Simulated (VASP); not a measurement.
**As: single point with PBE+D3(BJ)**

The system is As, a slab with vacuum.

```
As
1.0
     3.57162    0.00000    0.00000
    -1.78581    3.09312    0.00000
     0.00000    0.00000   20.29512
As
4
Cartesian
  0.0000 2.0621 4.5000
  1.7858 1.0310 5.8976
  2.9764 2.0621 9.1676
  4.7622 1.0310 10.5651
```

This cell differs from its parent crystal: layers slid over each other.

| Property | Result |
| --- | --- |
| Program | VASP 6.6.1 |
| Task | single point |
| Functional | PBE |
| Dispersion | D3(BJ) |
| Potentials or basis | VASP PAW PBE potentials, release 64 (As) |
| Cutoff | 520 eV |
| k mesh | 9 × 9 × 1 |
| Occupations | gaussian, width 0.05 eV |
| Spin | no spin polarisation |

* Largest force: 0.121 eV/Å
* Band gap on the k mesh: 0.93 eV (least direct gap 1.56 eV)
* Dispersion energy per atom: -0.273 eV

Forces in eV/Å, atoms in the order of the input:
```
As  -0.023 -0.009 -0.071
As  -0.027 -0.014  0.117
As   0.027  0.014 -0.117
As   0.023  0.009  0.071
```

Levels at points of the mesh, in eV from the valence-band top:
```tsv
k point	band 6	band 7	band 8	band 9	band 10	band 11	band 12	band 13	band 14	band 15
(0.00, 0.00, 0.00)	-0.31	-0.27	-0.27	-0.23	-0.12	1.65	2.27	3.18	3.20	3.29
```

Wall time 93 s on 1 thread of Intel(R) Xeon(R) 6975P-C (Granite Rapids), with other jobs on the host, peak memory 0.39 GiB.

Caveat: the cell differs from its parent crystal (layers slid over each other).
